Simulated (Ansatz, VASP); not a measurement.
## InSb: VASP beside Ansatz

```
In Sb
1.0
     0.00000    3.23557    3.23557
     3.23557    0.00000    3.23557
     3.23557    3.23557    0.00000
In Sb
1 1
Direct
  0.00000 0.00000 0.00000
  0.25000 0.25000 0.25000
```

Change from the starting cell: hydrostatic strain -1.3%.

Alike in both runs: task single point; functional PBE; k mesh 6 × 6 × 6; occupations fermi-dirac, width 0.02 eV; no spin polarisation.

|  | VASP | Ansatz |
| --- | --- | --- |
| version | VASP 6.6.1 | Ansatz 0.2.0 |
| potentials or method | VASP PAW PBE potentials, release 64 (In_d, Sb) | plane waves, PAW |
| plane-wave cutoff (eV) | 520 | 420 |
| valence electrons in the cell | 18 | 28 |

|  | VASP | Ansatz | Ansatz less VASP |
| --- | --- | --- | --- |
| pressure (GPa) | 3.4 | 3.4 | +0.03 |

With one functional, cell and mesh, what is left measures potentials, basis and numerics. VASP's potentials hold 18 valence electrons a cell and Ansatz's 28, so a difference there can come from the potentials and not from the codes.

Spin-orbit coupling is off throughout.
